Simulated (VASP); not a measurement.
Wanted: the native input for a VASP 6.6.1 run.

- Task: single point
- Functional: r2SCAN
- Potentials or basis: VASP PAW PBE potentials, release 64 (Sn_d, Se)
- Cutoff: 520 eV
- k mesh: 6 × 6 × 3
- Occupations: gaussian, width 0.05 eV
- Spin: no spin polarisation
- Dipole correction: no
- Further INCAR settings: ALGO = Normal; EDIFF = 1e-06; NBANDS = 28

System: SnSe, a slab with vacuum.

```xyz
4
Lattice="-4.2853 0.0000 0.0000 0.0000 -4.2853 0.0000 0.0000 0.0000 11.4907" Properties=species:S:1:pos:R:3 pbc="T T T"
Sn   -2.1427    0.0000    4.0911
Sn    0.0000   -2.1427    6.8996
Se   -2.1427    0.0000    6.7707
Se    0.0000   -2.1427    4.2200
```

This cell differs from its parent crystal: the distance across one plane changed.

The input as run:

POSCAR

```
SnSe
1.0
   -4.2853274191      0.0000000000      0.0000000000
    0.0000000000     -4.2853274191      0.0000000000
    0.0000000000      0.0000000000     11.4906921300
Sn Se
2 2
Direct
    0.5000000000      0.0000000000      0.3560321261
    0.0000000000      0.5000000000      0.6004543941
    0.5000000000      0.0000000000      0.5892334681
    0.0000000000      0.5000000000      0.3672530521
```

INCAR.step1

```
SYSTEM = SnSe
PREC     = Accurate       ! precision mode
ENCUT    = 520            ! plane-wave cutoff, eV
ISMEAR   = 0              ! smearing method
SIGMA    = 0.05           ! smearing width, eV
LREAL    = .False.        ! projectors in reciprocal space
LASPH    = .True.         ! aspherical terms in the spheres
NELM     = 80             ! most SCF steps
NBANDS   = 28             ! bands
GGA      = PE             ! functional
ALGO     = Normal         ! electronic algorithm
EDIFF    = 1E-4           ! SCF threshold, eV
LWAVE    = .True.         ! write WAVECAR
LCHARG   = .False.        ! write CHGCAR
```

INCAR.step2

```
SYSTEM = SnSe
PREC     = Accurate       ! precision mode
ENCUT    = 520            ! plane-wave cutoff, eV
EDIFF    = 1E-6           ! SCF threshold, eV
ISMEAR   = 0              ! smearing method
SIGMA    = 0.05           ! smearing width, eV
LREAL    = .False.        ! projectors in reciprocal space
LASPH    = .True.         ! aspherical terms in the spheres
NELM     = 80             ! most SCF steps
ALGO     = Normal         ! electronic algorithm
ISIF     = 2              ! what is computed and relaxed
LWAVE    = .False.        ! write WAVECAR
LCHARG   = .True.         ! write CHGCAR
METAGGA  = R2SCAN         ! meta-GGA
LMIXTAU  = .True.       
LELF     = .True.         ! ELF
LVHAR    = .True.       
NBANDS   = 28             ! bands
ISTART   = 1
```

KPOINTS

```
regular mesh
0
Gamma
  6 6 3
  0 0 0
```

Potentials or basis: VASP PAW PBE potentials, release 64 (Sn_d, Se).

Run with:

```sh
$ cat potpaw_PBE.64/Sn_d/POTCAR potpaw_PBE.64/Se/POTCAR > POTCAR
$ cp INCAR.step1 INCAR
$ mpirun -np 1 vasp_std > vasp.out
$ cp INCAR.step2 INCAR
$ mpirun -np 1 vasp_std > vasp.out
```

It gave:

- Largest force: 0.017 eV/Å
- Band gap on the k mesh: 1.77 eV

Caveat: the cell differs from its parent crystal (the distance across one plane changed); there is no dipole correction, which matters where the two faces differ; the PAW data sets were made with another functional, which shifts forces and pressure a little; spin-orbit coupling is left out, which moves the levels of the heavy elements.

Wall time 6.9 min on 1 thread of Intel(R) Xeon(R) Platinum 8259CL CPU @ 2.50GHz (Skylake/Cascade Lake), with other jobs on the host, peak memory 0.38 GiB.
